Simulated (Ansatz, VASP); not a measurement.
# One calculation of Si, two programs

```xyz
8
Lattice="-3.8017 0.0000 0.0000 -1.9008 -3.2924 0.0000 -0.9504 -1.0975 12.5774" Properties=species:S:1:pos:R:3 pbc="T T T"
Si   -1.9008   -1.0975   11.4016
Si   -1.9008   -1.0975    5.1129
Si   -3.8017   -2.1949    1.9686
Si   -3.8017   -2.1949    8.2573
Si   -1.9008   -1.0975    1.1758
Si   -1.9008   -1.0975    7.4645
Si   -3.8017   -2.1949    4.3201
Si   -3.8017   -2.1949   10.6088
```

Alike in both runs: task single point; functional LDA; k mesh 10 × 10 × 3; occupations gaussian, width 0.03 eV; no spin polarisation.

|  | VASP | Ansatz |
| --- | --- | --- |
| version | VASP 6.6.1 | Ansatz 0.2.0 |
| potentials or method | VASP PAW LDA potentials, release 64 (Si), cutoff 520 eV | scalar-relativistic, plane waves, PAW |
| valence electrons in the cell | 32 | 32 |

|  | VASP | Ansatz | Ansatz less VASP |
| --- | --- | --- | --- |
| gap on the k mesh at the Fermi level (eV) | none | none | - |
| pressure (GPa) | -0.9 | -0.9 | -0.05 |
| traceless stress, the component that is largest in VASP (GPa) | 2.97 | 2.96 | -0.003 |
| rms of the force components (eV/Å) | 0.382 | 0.382 | +0.0001 |

Ansatz warns that its potentials were made for another functional, while VASP's fit it. LDA's correlation is that of Perdew and Zunger in VASP and of Perdew and Wang (1992) in Ansatz. Atom by atom the forces differ by 0.001 eV/Å (rms over components). A gap of «none» marks a metal or a gap that the smearing closes.
